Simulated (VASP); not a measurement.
# AlN (F-43m) in VASP: a series of runs, part 2 of 2

VASP 6.6.1. The steps go on from the part before.

## (5) Single point, PBE

This run uses another cell than the first one, of 10.20 Å³/atom, 1.047 times its volume.

INCAR

```
SYSTEM = AlN
PREC = Accurate
ENCUT = 520
EDIFF = 1E-7
ISMEAR = 0
SIGMA = 0.02
LREAL = .FALSE.
LASPH = .TRUE.
NELM = 100
ALGO = Normal
ISIF = 2
LWAVE = .FALSE.
LCHARG = .FALSE.
GGA = PE
NBANDS = 16
```

KPOINTS

```
regular mesh
0
G
  8 8 6
  0 0 0
```

POSCAR

```
AlN
1.0
    2.1685632988      2.1685632988      0.0000000000
   -2.1685632988      2.1685632988      0.0000000000
    0.0000000000      0.0000000000      4.3371265976
Al N
2 2
Direct
    0.0000000000      0.0000000000      0.0000000000
    0.5000000000      0.5000000000      0.5000000000
    0.5000000000      0.0000000000      0.2500000000
    0.0000000000      0.5000000000      0.7500000000
```

Potentials or basis: VASP PAW PBE potentials, release 64 (Al, N).

On the command line:

```sh
$ cat potpaw_PBE.64/Al/POTCAR potpaw_PBE.64/N/POTCAR > POTCAR
$ mpirun -np 1 vasp_std > vasp.out
```

OUTCAR:

```text
SYSTEM = AlN
   PREC = Accurate
   ENCUT = 520
   EDIFF = 1E-7
   ISMEAR = 0
   LREAL = .FALSE.
   LASPH = .TRUE.
   NELM = 100
   ISIF = 2
   GGA = PE

 ion  position               nearest neighbor table
   1  0.000  0.000  0.000-   3 1.88   4 1.88   4 1.88   3 1.88   2 3.07   2 3.07   2 3.07   2 3.07
                             2 3.07   2 3.07   2 3.07   2 3.07
   2  0.500  0.500  0.500-   3 1.88   4 1.88   3 1.88   4 1.88   1 3.07   1 3.07   1 3.07   1 3.07
                             1 3.07   1 3.07   1 3.07   1 3.07
   3  0.500  0.000  0.250-   1 1.88   2 1.88   2 1.88   1 1.88
   4  0.000  0.500  0.750-   1 1.88   2 1.88   1 1.88   2 1.88

[... 675 lines left out ...]
  -------------------------------------------------------------------------------------
  Total        2.3675790      2.3675790      2.3669766      0.0000000     -0.0000000     -0.0000000
  in kB       92.9905373     92.9905373     92.9668765      0.0000000     -0.0000000     -0.0000000
  external PRESSURE =      92.9826504 kB  Pullay stress =       0.0000000 kB

 VOLUME and BASIS-vectors are now :
 -----------------------------------------------------------------------------
  energy-cutoff  :      520.00
  volume of cell :       40.79
      direct lattice vectors                 reciprocal lattice vectors
     2.168563299  2.168563299  0.000000000     0.230567399  0.230567399  0.000000000
    -2.168563299  2.168563299  0.000000000    -0.230567399  0.230567399  0.000000000
     0.000000000  0.000000000  4.337126598     0.000000000  0.000000000  0.230567399

 POSITION                                       TOTAL-FORCE (eV/Angst)
 -----------------------------------------------------------------------------------
      0.00000      0.00000      0.00000        -0.000000     -0.000000      0.000000
      0.00000      2.16856      2.16856         0.000000      0.000000     -0.000000
      1.08428      1.08428      1.08428         0.000000      0.000000      0.000000
     -1.08428      1.08428      3.25284        -0.000000     -0.000000      0.000000
 -----------------------------------------------------------------------------------
    total drift:                               -0.000000      0.000000     -0.000000

  FREE ENERGIE OF THE ION-ELECTRON SYSTEM (eV)
  ---------------------------------------------------
  free  energy   TOTEN  =       -29.6425718803 eV

  energy  without entropy=      -29.6425718803  energy(sigma->0) =      -29.64257188
```

stdout:

```text
POSCAR found type information on POSCAR AlN
 POSCAR found :  2 types and       4 ions
 scaLAPACK will be used
 LDA part: xc-table for (Slater+PW92), standard interpolation
 POSCAR, INCAR and KPOINTS ok, starting setup
 FFT: planning ... GRIDC
 FFT: planning ... GRID_SOFT
 FFT: planning ... GRID
 WAVECAR not read
 entering main loop
```

Wall time 14 s (1 thread of AMD EPYC 9R45 (Zen 5), shared host); peak memory 0.13 GiB.

Results:

- Free energy: -29.6426 eV
- Pressure: 9.3 GPa
- Band gap on the k mesh: 3.33 eV

## (6) Single point, PBE

This run uses another cell than the first one, of 10.67 Å³/atom, 1.096 times its volume.

INCAR

```
SYSTEM = AlN
ALGO     = Normal         ! electronic algorithm
EDIFF    = 1E-6           ! SCF threshold, eV
ENCUT    = 520            ! plane-wave cutoff, eV
GGA      = PE             ! functional
ISIF     = 2              ! what is computed and relaxed
ISMEAR   = 0              ! smearing method
LASPH    = .True.         ! aspherical terms in the spheres
LCHARG   = .False.        ! write CHGCAR
LREAL    = .False.        ! projectors in reciprocal space
LWAVE    = .False.        ! write WAVECAR
NBANDS   = 16             ! bands
NELM     = 60             ! most SCF steps
PREC     = Accurate       ! precision mode
SIGMA    = 0.02           ! smearing width, eV
```

KPOINTS

```
k-points
0
Gamma
  8 8 6
  0 0 0
```

POSCAR

```
AlN
1.0
    2.2015871054      2.2015871054      0.0000000000
   -2.2015871054      2.2015871054      0.0000000000
    0.0000000000      0.0000000000      4.4031742107
Al N
2 2
Direct
    0.0000000000      0.0000000000      0.0000000000
    0.5000000000      0.5000000000      0.5000000000
    0.5000000000      0.0000000000      0.2500000000
    0.0000000000      0.5000000000      0.7500000000
```

Potentials or basis: VASP PAW PBE potentials, release 64 (Al, N).

On the command line:

```sh
$ cat potpaw_PBE.64/Al/POTCAR potpaw_PBE.64/N/POTCAR > POTCAR
$ mpirun -np 1 vasp_std > vasp.out
```

Wall time 16 s (1 thread of AMD EPYC 9R45 (Zen 5), shared host); peak memory 0.14 GiB.

Results (log left out):

```
Free energy            : -29.6948 eV
Pressure               : -0.3 GPa
Band gap on the k mesh : 3.31 eV
```

Levels at points of the mesh, in eV from the valence-band top:
```csv
k point,band 4,band 5,band 6,band 7,band 8,band 9,band 10,band 11,band 12,band 13
"(0.00, 0.00, 0.00)",-1.75,-1.75,0.00,0.00,0.00,3.31,3.98,8.47,12.32,12.32
"(0.50, 0.00, 0.00)",-4.30,-2.44,-2.44,-0.52,-0.52,7.71,7.71,9.02,9.02,11.41
"(0.50, 0.50, 0.00)",-4.83,-1.75,-1.75,-1.75,-1.75,3.31,3.31,8.47,8.47,13.64
"(0.00, 0.00, 0.50)",-2.87,-0.96,-0.96,-0.96,-0.96,5.84,5.84,10.05,10.05,11.32
"(0.50, 0.00, 0.50)",-5.75,-0.48,-0.48,-0.48,-0.48,7.16,7.16,9.70,9.70,11.00
"(0.50, 0.50, 0.50)",-3.75,-3.35,-3.35,-2.64,-2.64,5.99,5.99,11.29,11.29,11.75
```

A k mesh can miss the band edges. A hybrid or GW would open this gap; PBE tends to underestimate it.

## (7) Overview

```tsv
cell	gap on the mesh (eV)	pressure (GPa)
a = 3.020, b = 3.020, c = 4.271 Å, 4 atoms	3.35	20.8
a = 3.067, b = 3.067, c = 4.337 Å, 4 atoms	3.33	9.3
a = 3.114, b = 3.114, c = 4.403 Å, 4 atoms	3.31	-0.3
```

Alike in all rows: task single point; level PBE; potentials or basis VASP PAW PBE potentials, release 64 (Al, N); no spin polarisation; k mesh 8 × 8 × 6; cutoff (eV) 520; smearing gaussian 0.02 eV.

Total energies depend on the potentials used, so only differences within one code and one set of settings carry meaning.
